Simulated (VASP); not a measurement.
# Li2O (Fm-3m) in VASP: notebook, part 2 of 2

VASP 6.6.1. Earlier steps stand in the parts before.

## (4) Single point, revPBE (8.92 Å³/atom)

This run uses another cell than the first one, of 8.92 Å³/atom.

The input, INCAR:

```
SYSTEM = Li2O
  PREC = Accurate
  ENCUT = 750
  EDIFF = 1E-6
  ISMEAR = 0
  SIGMA = 0.05
  LREAL = .False.
  LASPH = .True.
  NELM = 120
  ALGO = Normal
  ISIF = 2
  LWAVE = .False.
  LCHARG = .False.
  GGA = RE
  NBANDS = 13
  GGA_COMPAT = .False.
```

The input, KPOINTS:

```
Automatic mesh
0
Gamma
  8 8 8
  0 0 0
```

The input, POSCAR:

```
Li2O
1.0
    0.0000000000      2.3738190883      2.3738190883
    2.3738190883      0.0000000000      2.3738190883
    2.3738190883      2.3738190883      0.0000000000
Li O
2 1
Direct
    0.2500000000      0.2500000000      0.2500000000
    0.7500000000      0.7500000000      0.7500000000
    0.0000000000      0.0000000000      0.0000000000
```

Potentials or basis: VASP PAW PBE potentials, release 64 (Li_sv, O).

Launch:

```console
> cat potpaw_PBE.64/Li_sv/POTCAR potpaw_PBE.64/O/POTCAR > POTCAR
> mpirun -np 1 vasp_std > vasp.out
```

OUTCAR:

```text
SYSTEM = Li2O
   PREC = Accurate
   ENCUT = 750
   EDIFF = 1E-6
   ISMEAR = 0
   LREAL = .False.
   LASPH = .True.
   NELM = 120
   ISIF = 2
   GGA = RE

 ion  position               nearest neighbor table
   1  0.250  0.250  0.250-   3 2.06   3 2.06   3 2.06   3 2.06   2 2.37   2 2.37   2 2.37   2 2.37
                             2 2.37   2 2.37
   2  0.750  0.750  0.750-   3 2.06   3 2.06   3 2.06   3 2.06   1 2.37   1 2.37   1 2.37   1 2.37
                             1 2.37   1 2.37
   3  0.000  0.000  0.000-   1 2.06   2 2.06   2 2.06   2 2.06   2 2.06   1 2.06   1 2.06   1 2.06

  LATTYP: Found a face centered cubic cell.
 ALAT       =     4.7476381766

  Lattice vectors:

 A1 = (   0.0000000000,   2.3738190883,   2.3738190883)
 A2 = (   2.3738190883,   0.0000000000,   2.3738190883)
 A3 = (   2.3738190883,   2.3738190883,   0.0000000000)

Analysis of symmetry for initial positions (statically):
=====================================================================
 Subroutine PRICEL returns:
 Original cell was already a primitive cell.

 Routine SETGRP: Setting up the symmetry group for a
 face centered cubic supercell.

 Subroutine GETGRP returns: Found 48 space group operations
 (whereof 48 operations were pure point group operations)
 out of a pool of 48 trial point group operations.

The static configuration has the point symmetry O_h .

Analysis of symmetry for dynamics (positions and initial velocities):
=====================================================================
 Subroutine PRICEL returns:
 Original cell was already a primitive cell.

 Routine SETGRP: Setting up the symmetry group for a
 face centered cubic supercell.

 Subroutine GETGRP returns: Found 48 space group operations
 (whereof 48 operations were pure point group operations)
 out of a pool of 48 trial point group operations.

The dynamic configuration has the point symmetry O_h .

 Subroutine INISYM returns: Found 48 space group operations
 (whereof 48 operations are pure point group operations),
 and found     1 'primitive' translations

[... 130 lines left out ...]
  volume of cell :       26.75
 maximum number of plane-waves:      1283
 NGX is ok and might be reduce to    30
   NGX = 15   NGY = 15   NGZ = 15

 number of electron      11.9999997 magnetization

 Free energy of the ion-electron system (eV)
  ---------------------------------------------------
  ext. energy  EPLUGINS =         0.00000000
  ---------------------------------------------------
  free energy    TOTEN  =       -13.67687162 eV

  energy without entropy =      -13.67687162  energy(sigma->0) =      -13.67687162

 E-fermi :   1.4677     XC(G=0):  -9.1873

 val. band max:        1.0659300316   @ k =   0.0000   0.0000   0.0000
 cond. band min:       5.8243947723   @ k =   0.0000   0.0000   0.0000
 fundamental gap:      4.7584647407
 Fermi energy:         1.4676611401

 k-point     1 :       0.0000    0.0000    0.0000
  band No.  band energies     occupation
      1     -42.3012      2.00000
      2     -42.0565      2.00000
      3     -14.3249      2.00000
      4       1.0659      2.00000
      5       1.0659      2.00000
      6       1.0659      2.00000
      7       5.8244      0.00000
      8      12.7212      0.00000
      9      12.7212      0.00000
     10      12.7212      0.00000
     11      19.3798      0.00000
     12      19.3799      0.00000
     13      19.3799      0.00000
[... 354 lines left out ...]
  band No.  band energies     occupation
      1     -42.1688      2.00000
      2     -42.1685      2.00000
      3     -14.0831      2.00000
      4      -1.1865      2.00000
      5       0.1435      2.00000
      6       0.3458      2.00000
      7       8.7423      0.00000
      8      10.7361      0.00000
      9      13.6247      0.00000
     10      13.8494      0.00000
     11      17.8627      0.00000
     12      18.2842      0.00000
     13      22.9902      0.00000

 [... further k-points ...]

------------------------ aborting loop because EDIFF is reached ----------------------------------------

  FORCE on cell =-STRESS in cart. coord.  units (eV):
  Direction    XX          YY          ZZ          XY          YZ          ZX
  --------------------------------------------------------------------------------------
  -------------------------------------------------------------------------------------
  Total       -0.5174686     -0.5174686     -0.5174686     -0.0000000      0.0000000     -0.0000000
  in kB      -30.9900086    -30.9900086    -30.9900086     -0.0000000      0.0000000     -0.0000000
  external PRESSURE =     -30.9900086 kB  Pullay stress =       0.0000000 kB

 VOLUME and BASIS-vectors are now :
 -----------------------------------------------------------------------------
  energy-cutoff  :      750.00
  volume of cell :       26.75
      direct lattice vectors                 reciprocal lattice vectors
     0.000000000  2.373819088  2.373819088    -0.210631047  0.210631047  0.210631047
     2.373819088  0.000000000  2.373819088     0.210631047 -0.210631047  0.210631047
     2.373819088  2.373819088  0.000000000     0.210631047  0.210631047 -0.210631047

 POSITION                                       TOTAL-FORCE (eV/Angst)
 -----------------------------------------------------------------------------------
      1.18691      1.18691      1.18691         0.000000      0.000000      0.000000
      3.56073      3.56073      3.56073        -0.000000     -0.000000     -0.000000
      0.00000      0.00000      0.00000        -0.000000      0.000000     -0.000000
 -----------------------------------------------------------------------------------
    total drift:                                0.000000     -0.000000      0.000000

  FREE ENERGIE OF THE ION-ELECTRON SYSTEM (eV)
  ---------------------------------------------------
  free  energy   TOTEN  =       -13.6768716155 eV

  energy  without entropy=      -13.6768716155  energy(sigma->0) =      -13.67687162
```

Run time: 23 s. Hardware: 1 thread of Intel Xeon 8259CL, shared host; peak memory 0.16 GiB.

What came out:

| Property | Result |
| --- | --- |
| Free energy | -13.6769 eV |
| Pressure | -3.1 GPa |
| Band gap on the k mesh | 4.76 eV |

Caveat: the cell stands under tension; the PAW data sets were made with another functional, which shifts forces and pressure a little.

## (5) Single point, r2SCAN+D4 (7.75 Å³/atom)

This run uses another cell than the first one, of 7.75 Å³/atom.

The input, POSCAR:

```
Li2O
1.0
    0.0000000000      2.2650812259      2.2650812259
    2.2650812259      0.0000000000      2.2650812259
    2.2650812259      2.2650812259      0.0000000000
Li O
2 1
Direct
    0.2500000000      0.2500000000      0.2500000000
    0.7500000000      0.7500000000      0.7500000000
    0.0000000000      0.0000000000      0.0000000000
```

The input, INCAR.step1:

```
PREC     = Accurate       # precision mode
ENCUT    = 830            # plane-wave cutoff, eV
ISMEAR   = 0              # smearing method
SIGMA    = 0.05           # smearing width, eV
LREAL    = F              # projectors in reciprocal space
LASPH    = T              # aspherical terms in the spheres
NELM     = 120            # most SCF steps
NBANDS   = 13             # bands
GGA      = PE             # functional
ALGO     = Normal         # electronic algorithm
EDIFF    = 1E-5           # SCF threshold, eV
LWAVE    = T              # write WAVECAR
LCHARG   = F              # write CHGCAR
GGA_COMPAT= F
```

The input, INCAR.step2:

```
PREC     = Accurate       # precision mode
ENCUT    = 830            # plane-wave cutoff, eV
EDIFF    = 1E-6           # SCF threshold, eV
ISMEAR   = 0              # smearing method
SIGMA    = 0.05           # smearing width, eV
LREAL    = F              # projectors in reciprocal space
LASPH    = T              # aspherical terms in the spheres
NELM     = 120            # most SCF steps
ALGO     = Normal         # electronic algorithm
ISIF     = 2              # what is computed and relaxed
LWAVE    = F              # write WAVECAR
LCHARG   = T              # write CHGCAR
METAGGA  = R2SCAN         # meta-GGA
LMIXTAU  = T            
IVDW     = 13             # dispersion correction
VDW_S6   = 1.0          
VDW_S8   = 0.6018749    
VDW_A1   = 0.51559235   
VDW_A2   = 5.77342911   
LELF     = T              # ELF
LVHAR    = T            
NBANDS   = 13             # bands
ISTART   = 1            
GGA_COMPAT= F
```

The input, KPOINTS:

```
regular mesh
0
Gamma
  8 8 8
```

Launch:

```console
> cat potpaw_PBE.64/Li_sv/POTCAR potpaw_PBE.64/O/POTCAR > POTCAR
> cp INCAR.step1 INCAR
> mpirun -np 1 vasp_std > vasp.out
> cp INCAR.step2 INCAR
> mpirun -np 1 vasp_std > vasp.out
```

It took 1.8 min on 1 thread of Intel Xeon 8259CL, shared host; peak memory 0.17 GiB.

It converged, with:

| Quantity | Value |
| --- | --- |
| Free energy | -16.9347 eV |
| Pressure | 2.4 GPa |
| Band gap on the k mesh | 5.79 eV (least direct gap 6.60 eV) |
| Dispersion energy per atom | -0.034 eV |

Levels at points of the mesh, in eV from the valence-band top:
| k point | band 3 | band 4 | band 5 | band 6 | band 7 | band 8 | band 9 | band 10 |
| --- | --- | --- | --- | --- | --- | --- | --- | --- |
| (0.00, 0.00, 0.00) | -16.46 | 0.00 | 0.00 | 0.00 | 6.60 | 13.47 | 13.47 | 13.47 |
| (0.50, 0.00, 0.00) | -16.26 | -2.86 | -0.48 | -0.48 | 10.49 | 11.52 | 13.40 | 13.40 |
| (0.50, 0.50, 0.00) | -16.22 | -1.59 | -1.48 | -1.48 | 5.79 | 15.34 | 15.34 | 16.89 |

Caveat: the PAW data sets were made with another functional, which shifts forces and pressure a little. r2SCAN opens gaps a little over a GGA but as a rule still falls short of measured ones.

## (6) Single point, r2SCAN+D4 (7.59 Å³/atom)

This run uses another cell than the first one, of 7.59 Å³/atom.

The input, POSCAR:

```
Li2O
1.0
    0.0000000000      2.2495664840      2.2495664840
    2.2495664840      0.0000000000      2.2495664840
    2.2495664840      2.2495664840      0.0000000000
Li O
2 1
Direct
    0.2500000000      0.2500000000      0.2500000000
    0.7500000000      0.7500000000      0.7500000000
    0.0000000000      0.0000000000      0.0000000000
```

The input, INCAR.step1:

```
SYSTEM = Li2O
  PREC = Accurate
  ENCUT = 830
  ISMEAR = 0
  SIGMA = 0.05
  LREAL = .FALSE.
  LASPH = .TRUE.
  NELM = 120
  NBANDS = 13
  GGA = PE
  ALGO = Normal
  EDIFF = 1E-5
  LWAVE = .TRUE.
  LCHARG = .FALSE.
  GGA_COMPAT = .FALSE.
```

The input, INCAR.step2:

```
SYSTEM = Li2O
  PREC = Accurate
  ENCUT = 830
  EDIFF = 1E-6
  ISMEAR = 0
  SIGMA = 0.05
  LREAL = .FALSE.
  LASPH = .TRUE.
  NELM = 120
  ALGO = Normal
  ISIF = 2
  LWAVE = .FALSE.
  LCHARG = .TRUE.
  METAGGA = R2SCAN
  LMIXTAU = .TRUE.
  IVDW = 13
  VDW_S6 = 1.0
  VDW_S8 = 0.6018749
  VDW_A1 = 0.51559235
  VDW_A2 = 5.77342911
  LELF = .TRUE.
  LVHAR = .TRUE.
  NBANDS = 13
  ISTART = 1
  GGA_COMPAT = .FALSE.
```

The input, KPOINTS:

```
regular mesh
0
G
  8 8 8
  0 0 0
```

Potentials or basis: VASP PAW PBE potentials, release 64 (Li_sv, O).

Launch:

```console
> cat potpaw_PBE.64/Li_sv/POTCAR potpaw_PBE.64/O/POTCAR > POTCAR
> cp INCAR.step1 INCAR
> mpirun -np 1 vasp_std > vasp.out
> cp INCAR.step2 INCAR
> mpirun -np 1 vasp_std > vasp.out
```

It took 2.3 min on 1 thread of Intel Xeon 8259CL, shared host; peak memory 0.17 GiB.

It converged, with:

```yaml
Free_energy: -16.9236 eV
Pressure: 4.6 GPa
Band_gap_on_the_k_mesh: 5.83 eV (least direct gap 6.78 eV)
Dispersion_energy_per_atom: -0.034 eV
```

Levels at points of the mesh, in eV from the valence-band top:
```csv
k point,band 3,band 4,band 5,band 6,band 7,band 8,band 9,band 10
"(0.00, 0.00, 0.00)",-16.49,0.00,0.00,0.00,6.78,13.60,13.60,13.60
"(0.50, 0.00, 0.00)",-16.29,-2.90,-0.49,-0.49,10.64,11.77,13.52,13.52
"(0.50, 0.50, 0.00)",-16.26,-1.60,-1.52,-1.52,5.83,15.56,15.56,17.21
```

Caveat: the cell stands under pressure; the PAW data sets were made with another functional, which shifts forces and pressure a little. A k mesh can miss the band edges.

## (7) The runs side by side

```csv
level,cell,cutoff (eV),gap on the mesh (eV),pressure (GPa)
revPBE,"a = 3.313 Å, angles 60.0°, 3 atoms",750,5.00,-0.4
revPBE,"a = 3.335 Å, angles 60.0°, 3 atoms",750,4.89,-1.8
revPBE,"a = 3.357 Å, angles 60.0°, 3 atoms",750,4.76,-3.1
r2SCAN+D4,"a = 3.203 Å, angles 60.0°, 3 atoms",830,5.79,2.4
r2SCAN+D4,"a = 3.181 Å, angles 60.0°, 3 atoms",830,5.83,4.6
```

Alike in all rows: task single point; potentials or basis VASP PAW PBE potentials, release 64 (Li_sv, O); no spin polarisation; k mesh 8 × 8 × 8; smearing gaussian 0.05 eV.

Caveats: the PAW data sets were made with another functional, which shifts forces and pressure a little; the cell stands under tension (at least some runs); the cell stands under pressure (at least some runs).

Absolute energies hang on the potentials; compare differences alone.
